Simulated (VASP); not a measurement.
# Al2Pt (R3m) in VASP: further runs, part 2 of 2

VASP 6.6.1.

## (4) Electric field gradients, PBE (shortest bond scaled by 0.64)

INCAR

```
PREC = Accurate
ENCUT = 520
EDIFF = 1E-8
ISMEAR = -1
SIGMA = 0.05
LREAL = False
LASPH = True
NELM = 60
ALGO = Normal
ISIF = 2
LWAVE = False
LCHARG = False
GGA = PE
LEFG = True
NBANDS = 15
```

KPOINTS

```
Automatic mesh
0
Gamma
  9 9 9
```

POSCAR

```
Al2Pt
1.0
    0.0000000000      2.9550000000      2.9550000000
    2.9550000000      0.0000000000      2.9550000000
    2.9550000000      2.9550000000      0.0000000000
Al Pt
2 1
Direct
    0.2050000000      0.2050000000      0.2050000000
    0.7500000000      0.7500000000      0.7500000000
    0.0450000000      0.0450000000      0.0450000000
```

Potentials or basis: VASP PAW PBE potentials, release 64 (Al, Pt).

On the command line:

```console
$ cat potpaw_PBE.64/Al/POTCAR potpaw_PBE.64/Pt/POTCAR > POTCAR
$ mpirun -np 1 vasp_std > vasp.out
```

OUTCAR:

```text
PREC = Accurate
   ENCUT = 520
   EDIFF = 1E-8
   ISMEAR = -1
   LREAL = False
   LASPH = True
   NELM = 60
   ISIF = 2
   GGA = PE

 ion  position               nearest neighbor table
   1  0.205  0.205  0.205-   3 1.64   2 2.72   2 2.72   2 2.72   3 2.99   3 2.99   3 2.99   2 3.24
                             2 3.24   2 3.24
   2  0.750  0.750  0.750-   3 2.44   3 2.44   3 2.44   1 2.72   1 2.72   1 2.72   3 3.02   1 3.24
                             1 3.24   1 3.24
   3  0.045  0.045  0.045-   1 1.64   2 2.44   2 2.44   2 2.44   1 2.99   1 2.99   1 2.99   2 3.02

 -----------------------------------------------------------------------------
|                                                                             |
|           W    W    AA    RRRRR   N    N  II  N    N   GGGG   !!!           |
|           W    W   A  A   R    R  NN   N  II  NN   N  G    G  !!!           |
|           W    W  A    A  R    R  N N  N  II  N N  N  G       !!!           |
|           W WW W  AAAAAA  RRRRR   N  N N  II  N  N N  G  GGG   !            |
|           WW  WW  A    A  R   R   N   NN  II  N   NN  G    G                |
|           W    W  A    A  R    R  N    N  II  N    N   GGGG   !!!           |
|                                                                             |
|     The distance between some ions is very small. Please check the          |
|     nearest-neighbor list in the OUTCAR file.                               |
|     I HOPE YOU KNOW WHAT YOU ARE DOING!                                     |
|                                                                             |
 -----------------------------------------------------------------------------

  LATTYP: Found a face centered cubic cell.
 ALAT       =     5.9100000000

  Lattice vectors:

 A1 = (   0.0000000000,   2.9550000000,   2.9550000000)
 A2 = (   2.9550000000,   0.0000000000,   2.9550000000)
 A3 = (   2.9550000000,   2.9550000000,   0.0000000000)

Analysis of symmetry for initial positions (statically):
=====================================================================
 Subroutine PRICEL returns:
 Original cell was already a primitive cell.

 Routine SETGRP: Setting up the symmetry group for a
 face centered cubic supercell.

 Subroutine GETGRP returns: Found  6 space group operations
 (whereof  6 operations were pure point group operations)
 out of a pool of 48 trial point group operations.

The static configuration has the point symmetry C_3v.

Analysis of symmetry for dynamics (positions and initial velocities):
=====================================================================
 Subroutine PRICEL returns:
 Original cell was already a primitive cell.

 Routine SETGRP: Setting up the symmetry group for a
 face centered cubic supercell.

 Subroutine GETGRP returns: Found  6 space group operations
 (whereof  6 operations were pure point group operations)
 out of a pool of 48 trial point group operations.

The dynamic configuration has the point symmetry C_3v.

 Subroutine INISYM returns: Found  6 space group operations
 (whereof  6 operations are pure point group operations),
 and found     1 'primitive' translations

----------------------------------------------------------------------------------------

                                     Primitive cell
[... 117 lines left out ...]
   LORBIT       =      0    0 simple, 1 ext, 2 COOP (PROOUT), +10 PAW based schemes
   GGA     = PE    functional components
   LHFCALC =     F    Hartree Fock is set to
   AEXX    =    0.0000 exact exchange contribution
   IVDW    =     0    specifies the selected vdW correction
   LEPSILON=     F    determine dielectric tensor
   LRPA    =     F    only Hartree local field effects (RPA)
 non-spin polarized calculation
  energy-cutoff  :      520.00
  volume of cell :       51.61
 maximum number of plane-waves:      1411
   NGX = 15   NGY = 15   NGZ = 15

 number of electron      16.0000000 magnetization

 Free energy of the ion-electron system (eV)
  ---------------------------------------------------
  ext. energy  EPLUGINS =         0.00000000
  ---------------------------------------------------
  free energy    TOTEN  =        -7.30666560 eV

  energy without entropy =       -7.29903411  energy(sigma->0) =       -7.30284986

 E-fermi :   8.0966     XC(G=0): -10.5749

 val. band max:        8.0458132418   @ k =   0.2222   0.2222  -0.2222
 cond. band min:       8.1344385888   @ k =  -0.4444   0.4444  -0.4444
 fundamental gap:      0.0886253470
 Fermi energy:         8.0966098983

 k-point     1 :       0.0000    0.0000    0.0000
  band No.  band energies     occupation
      1      -2.2027      2.00000
      2       2.0285      2.00000
      3       2.0285      2.00000
      4       2.2151      2.00000
      5       3.3438      2.00000
      6       3.3438      2.00000
      7       9.9937      0.00000
      8      11.4092      0.00000
      9      11.4092      0.00000
     10      12.1357      0.00000
     11      12.9482      0.00000
     12      13.4591      0.00000
     13      13.4591      0.00000
     14      14.3880      0.00000
[... 401 lines left out ...]
      2       1.8112      2.00000
      3       1.9757      2.00000
      4       2.5918      2.00000
      5       2.9580      2.00000
      6       3.6895      2.00000
      7       5.0440      2.00000
      8       8.2108      0.18500
      9       9.9384      0.00000
     10      11.0929      0.00000
     11      12.9261      0.00000
     12      13.3451      0.00000
     13      14.7362      0.00000
     14      15.8214      0.00000
     15      16.4961      0.00000

 [... further k-points ...]
[... 5 lines left out ...]
  --------------------------------------------------------------------------------------
  -------------------------------------------------------------------------------------
  Total       19.3640906     19.3640906     19.3640906     16.4835157     16.4835157     16.4835157
  in kB      601.1809883    601.1809883    601.1809883    511.7501484    511.7501484    511.7501484
  external PRESSURE =     601.1809883 kB  Pullay stress =       0.0000000 kB

 VOLUME and BASIS-vectors are now :
 -----------------------------------------------------------------------------
  energy-cutoff  :      520.00
  volume of cell :       51.61
      direct lattice vectors                 reciprocal lattice vectors
     0.000000000  2.955000000  2.955000000    -0.169204738  0.169204738  0.169204738
     2.955000000  0.000000000  2.955000000     0.169204738 -0.169204738  0.169204738
     2.955000000  2.955000000  0.000000000     0.169204738  0.169204738 -0.169204738

 POSITION                                       TOTAL-FORCE (eV/Angst)
 -----------------------------------------------------------------------------------
      1.21155      1.21155      1.21155        19.480393     19.480393     19.480393
      4.43250      4.43250      4.43250        -0.019841     -0.019841     -0.019841
      0.26595      0.26595      0.26595       -19.460552    -19.460552    -19.460552
 -----------------------------------------------------------------------------------
    total drift:                               -0.000138     -0.000138     -0.000138

  FREE ENERGIE OF THE ION-ELECTRON SYSTEM (eV)
  ---------------------------------------------------
  free  energy   TOTEN  =        -7.3066656034 eV

  energy  without entropy=       -7.2990341121  energy(sigma->0) =       -7.30284986

 Electric field gradients (V/A^2)
---------------------------------------------------------------------
 ion       V_xx      V_yy      V_zz      V_xy      V_xz      V_yz
---------------------------------------------------------------------
   1      -0.000     0.000    -0.000   -24.192   -24.192   -24.192
   2       0.000    -0.000    -0.000    20.069    20.069    20.069
   3       0.000     0.000     0.000     1.265     1.265     1.265
---------------------------------------------------------------------

 Electric field gradients after diagonalization (V/A^2)
 (convention: |V_zz| > |V_xx| > |V_yy|)
----------------------------------------------------------------------
 ion       V_xx      V_yy      V_zz     asymmetry (V_yy - V_xx)/ V_zz
----------------------------------------------------------------------
   1      24.192    24.192   -48.384       0.000
   2     -20.069   -20.069    40.138       0.000
   3      -1.265    -1.265     2.529       0.000
----------------------------------------------------------------------

           NMR quadrupolar parameters

 Cq : quadrupolar parameter    Cq=e*Q*V_zz/h
 eta: asymmetry parameters     (V_yy - V_xx)/ V_zz
 Q  : nuclear electric quadrupole moment in mb (millibarn)
----------------------------------------------------------------------
 ion       Cq(MHz)       eta       Q (mb)
----------------------------------------------------------------------
   1      -0.117       0.000       1.000
   2       0.097       0.000       1.000
   3       0.006       0.000       1.000
----------------------------------------------------------------------
```

Wall time 37 s (1 thread of AMD EPYC 9R45 (Zen 5), shared host); peak memory 0.19 GiB.

Results:

* Free energy: -7.3067 eV
* Pressure: 60.1 GPa
* Largest force: 33.741 eV/Å
* Band gap on the k mesh: zero (band 8 reaches 11.41 eV, above the bottom of band 9 at 6.82 eV)

Forces on the atoms (eV/Å):
```
Al   19.480  19.480  19.480
Al   -0.020  -0.020  -0.020
Pt  -19.461 -19.461 -19.461
```

Levels at points of the mesh, in eV from the Fermi level:
| k point | band 4 | band 5 | band 6 | band 7 | band 8 | band 9 | band 10 | band 11 | band 12 | band 13 |
| --- | --- | --- | --- | --- | --- | --- | --- | --- | --- | --- |
| (0.00, 0.00, 0.00) | -5.88 | -4.75 | -4.75 | 1.90 | 3.31 | 3.31 | 4.04 | 4.85 | 5.36 | 5.36 |

Electric field gradients, principal values (V/Å²):
| atom | least | middle | greatest (by size) |
| --- | --- | --- | --- |
| 1 Al | 24.192 | 24.192 | -48.384 |
| 2 Al | -20.069 | -20.069 | 40.138 |
| 3 Pt | -1.265 | -1.265 | 2.529 |

Caveat: the cell differs from its parent crystal (shortest bond scaled by 0.64); without QUAD_EFG the Cq values of the log hold for a quadrupole moment of 1 mb, not for the nuclei; spin-orbit coupling is left out, which moves the levels of the heavy elements; forces of over 1 eV/Å act on the atoms, so gaps and moduli don't describe the material at rest.
